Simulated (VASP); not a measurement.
Wanted: the native input for a VASP 6.6.1 run.

```
Task                               : single point
Functional                         : HSE06
Potentials or basis                : VASP PAW PBE potentials, release 64 (K_sv, Br)
Cutoff                             : 520 eV
k mesh                             : 4 × 4 × 4
Occupations                        : gaussian, width 0.01 eV
Spin                               : no spin polarisation
Dipole correction                  : no
Grid for exact exchange (PRECFOCK) : Normal
Further INCAR settings             : ALGO = Normal; EDIFF = 1e-06; NBANDS = 15
Share of exact exchange            : 0.25
Screening parameter                : 0.2079 1/Å
```

The system is KBr.

```xyz
2
Lattice="0.0000 3.3024 3.3024 3.3024 0.0000 3.3024 3.3024 3.3024 0.0000" Properties=species:S:1:pos:R:3 pbc="T T T"
K     0.0000    0.0000    0.0000
Br    3.3024    3.3024    3.3024
```

One way to write it, as run:

POSCAR

```
KBr
1.0
    0.0000000000      3.3024387198      3.3024387198
    3.3024387198      0.0000000000      3.3024387198
    3.3024387198      3.3024387198      0.0000000000
K Br
1 1
Direct
    0.0000000000      0.0000000000      0.0000000000
    0.5000000000      0.5000000000      0.5000000000
```

INCAR.step1

```
SYSTEM = KBr
PREC = Accurate
ENCUT = 520
EDIFF = 1E-5
ISMEAR = 0
SIGMA = 0.01
LREAL = .FALSE.
LASPH = .TRUE.
NELM = 80
ALGO = Normal
ISIF = 2
LWAVE = .TRUE.
GGA = PE
NBANDS = 15
```

INCAR.step2

```
SYSTEM = KBr
PREC = Accurate
ENCUT = 520
EDIFF = 1E-6
ISMEAR = 0
SIGMA = 0.01
LREAL = .FALSE.
LASPH = .TRUE.
NELM = 80
ALGO = Normal
ISIF = 2
LWAVE = .FALSE.
LCHARG = .TRUE.
GGA = PE
LHFCALC = .TRUE.
HFSCREEN = 0.2079
PRECFOCK = Normal
LELF = .TRUE.
LVHAR = .TRUE.
ISTART = 1
NBANDS = 15
```

KPOINTS

```
Automatic mesh
0
G
  4 4 4
  0 0 0
```

Potentials or basis: VASP PAW PBE potentials, release 64 (K_sv, Br).

Command:

```sh
$ cat potpaw_PBE.64/K_sv/POTCAR potpaw_PBE.64/Br/POTCAR > POTCAR
$ cp INCAR.step1 INCAR
$ mpirun -np 1 vasp_std > vasp.out
$ cp INCAR.step2 INCAR
$ mpirun -np 1 vasp_std > vasp.out
```

It gave:

| Property | Result |
| --- | --- |
| Pressure | 0.4 GPa |
| Band gap on the k mesh | 5.59 eV |

Caveat: the PAW data sets were made with another functional, which shifts forces and pressure a little.

Wall time 12 min on 1 thread of Intel Xeon 8259CL, on a shared host, peak memory 0.32 GiB.
